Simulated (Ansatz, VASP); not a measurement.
# Two plane-wave programs on TiTe2

File POSCAR:

```
TiTe2
1.0
    0.0000000000      3.4741855716      3.4741855716
    3.4741855716      0.0000000000      3.4741855716
    3.4741855716      3.4741855716      0.0000000000
Ti Te
1 2
Direct
    0.0000000000      0.0000000000      0.0000000000
    0.2500000000      0.2500000000      0.2500000000
    0.7500000000      0.7500000000      0.7500000000
```

The input INCAR.step1:

```
SYSTEM = TiTe2
  PREC = Accurate
  ENCUT = 520
  ISMEAR = -1
  SIGMA = 0.02
  LREAL = .FALSE.
  LASPH = .TRUE.
  NELM = 60
  NBANDS = 19
  GGA = PE
  ALGO = Normal
  EDIFF = 1E-4
  LWAVE = .TRUE.
  LCHARG = .FALSE.
```

File INCAR.step2:

```
SYSTEM = TiTe2
  PREC = Accurate
  ENCUT = 520
  EDIFF = 1E-6
  ISMEAR = -1
  SIGMA = 0.02
  LREAL = .FALSE.
  LASPH = .TRUE.
  NELM = 60
  ALGO = Normal
  ISIF = 2
  LWAVE = .FALSE.
  LCHARG = .TRUE.
  METAGGA = R2SCAN
  LMIXTAU = .TRUE.
  LELF = .TRUE.
  LVHAR = .TRUE.
  NBANDS = 19
  ISTART = 1
```

File KPOINTS:

```
regular mesh
0
G
  6 6 6
  0 0 0
```

Input for Ansatz:

```yaml
crystal:
  lattice:
    - [0.0, 3.4741855716, 3.4741855716]
    - [3.4741855716, 0.0, 3.4741855716]
    - [3.4741855716, 3.4741855716, 0.0]
  atoms:
    - { symbol: Ti, position: [0.0, 0.0, 0.0] }
    - { symbol: Te, position: [0.25, 0.25, 0.25] }
    - { symbol: Te, position: [0.75, 0.75, 0.75] }
kpoints:
  mp_grid: { grid: [6, 6, 6] }
hamiltonian:
  xc: r2scan
scf:
  occupations: { method: fermi_dirac, width: 0.02 }
  n_extra_bands: 4
output:
  forces: true
  stress: true
  eigenvalues: true
```

Alike in both runs: task single point; functional r2SCAN; k mesh 6 × 6 × 6; occupations fermi-dirac, width 0.02 eV; no spin polarisation.

|  | VASP | Ansatz |
| --- | --- | --- |
| version | VASP 6.6.1 | Ansatz 0.2.0 |
| potentials or method | VASP PAW PBE potentials, release 64 (Ti_sv, Te) | plane waves, PAW |
| plane-wave cutoff (eV) | 520 | 500 |
| valence electrons in the cell | 24 | 44 |

Ansatz gave:

```
pressure (GPa) : -1.7
```

Estimate VASP's values.

pressure (GPa): -1.6.

VASP's potentials were made for PBE, not for r2SCAN. With one functional, cell and mesh, what is left measures potentials, basis and numerics. VASP's potentials hold 24 valence electrons a cell and Ansatz's 44, so a difference there can come from the potentials and not from the codes.

Neither program's run includes spin-orbit coupling.
